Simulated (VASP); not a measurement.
Input of a VASP 6.6.1 run:

Contents of INCAR:

```
SYSTEM = CdO
ALGO = Normal ; EDIFF = 1E-6
ENCUT = 600 ; GGA_COMPAT = .FALSE.
ISIF = 2 ; ISMEAR = -1
LASPH = .TRUE. ; LCHARG = .TRUE.
LNONCOLLINEAR = .TRUE. ; LORBIT = 11
LORBMOM = .TRUE. ; LREAL = .FALSE.
LSORBIT = .TRUE. ; LVHAR = .TRUE.
LWAVE = .FALSE. ; MAGMOM = 0 0 0 0 0 0
NBANDS = 30 ; NELM = 200
PREC = Accurate ; SIGMA = 0.05
```

KPOINTS

```
k-points
0
G
  10 10 10
  0 0 0
```

Contents of POSCAR:

```
CdO
1.0
    0.0000000000      2.3495000000      2.3495000000
    2.3495000000      0.0000000000      2.3495000000
    2.3495000000      2.3495000000      0.0000000000
Cd O
1 1
Direct
    0.0000000000      0.0000000000      0.0000000000
    0.5000000000      0.5000000000      0.5000000000
```

Potentials or basis: VASP PAW LDA potentials, release 64 (Cd, O).

Run with:

```sh
$ cat potpaw_LDA.64/Cd/POTCAR potpaw_LDA.64/O/POTCAR > POTCAR
$ mpirun -np 1 vasp_ncl > vasp.out
```

Q: What does it give for the net moment?

A: 0.00 μB per cell.

Q: What does it give for the pressure?

A: -4.6 GPa.

Moments on the atoms (μB; x, y, z):
```
Cd  0.00 0.00 0.00
O   0.00 0.00 0.00
```
